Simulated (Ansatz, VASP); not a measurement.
# InO in VASP and in Ansatz

Contents of INCAR:

```
SYSTEM = InO
PREC = Accurate
ENCUT = 520
EDIFF = 1E-7
ISMEAR = 0
SIGMA = 0.03
LREAL = .False.
LASPH = .True.
NELM = 60
ALGO = Normal
ISIF = 2
LWAVE = .False.
LCHARG = .False.
GGA = PE
NBANDS = 27
```

Contents of KPOINTS:

```
Automatic mesh
0
Gamma
  12 12 2
  0 0 0
```

POSCAR

```
InO
1.0
    3.1773246972      0.0000000000      0.0000000000
   -1.5886623486      2.7516439038      0.0000000000
    0.0000000000      0.0000000000     14.6069320000
In O
2 2
Direct
    0.6666666667      0.3333333333      0.5900210000
    0.6666666667      0.3333333333      0.4099790000
    0.0000000000      0.0000000000      0.6398670000
    0.0000000000      0.0000000000      0.3601330000
```

Input for Ansatz:

```yaml
crystal:
  lattice:
    - [3.1773246972, 0.0, 0.0]
    - [-1.5886623486, 2.7516439038, 0.0]
    - [0.0, 0.0, 14.606932]
  atoms:
    - { symbol: In, position: [0.6666666667, 0.3333333333, 0.590021] }
    - { symbol: In, position: [0.6666666667, 0.3333333333, 0.409979] }
    - { symbol: O, position: [0.0, 0.0, 0.639867] }
    - { symbol: O, position: [0.0, 0.0, 0.360133] }
basis:
  ecutwfc: 420
kpoints:
  mp_grid: { grid: [12, 12, 2] }
hamiltonian:
  xc: pbe
scf:
  occupations: { method: gaussian, width: 0.03 }
output:
  forces: true
  stress: true
  eigenvalues: true
```

Change from the starting cell: strain -0.080 along x and y, -0.080 along z, atoms carried along.

Alike in both runs: task single point; functional PBE; k mesh 12 × 12 × 2; occupations gaussian, width 0.03 eV; no spin polarisation.

|  | VASP | Ansatz |
| --- | --- | --- |
| version | VASP 6.6.1 | Ansatz 0.2.0 |
| potentials or method | VASP PAW PBE potentials, release 64 (In_d, O), cutoff 520 eV | scalar-relativistic, plane waves, PAW |
| valence electrons in the cell | 38 | 38 |

Ansatz gave:

```
gap on the k mesh at the Fermi level (eV) : 0.67
least direct gap on the mesh (eV)         : 2.03
rms of the force components (eV/Å)        : 1.328
```

**Question.** What did VASP give for the same quantities?

**Answer.** gap on the k mesh at the Fermi level (eV): 0.67; least direct gap on the mesh (eV): 2.02; rms of the force components (eV/Å): 1.355.

Atom by atom the forces differ by 0.027 eV/Å (rms over components).
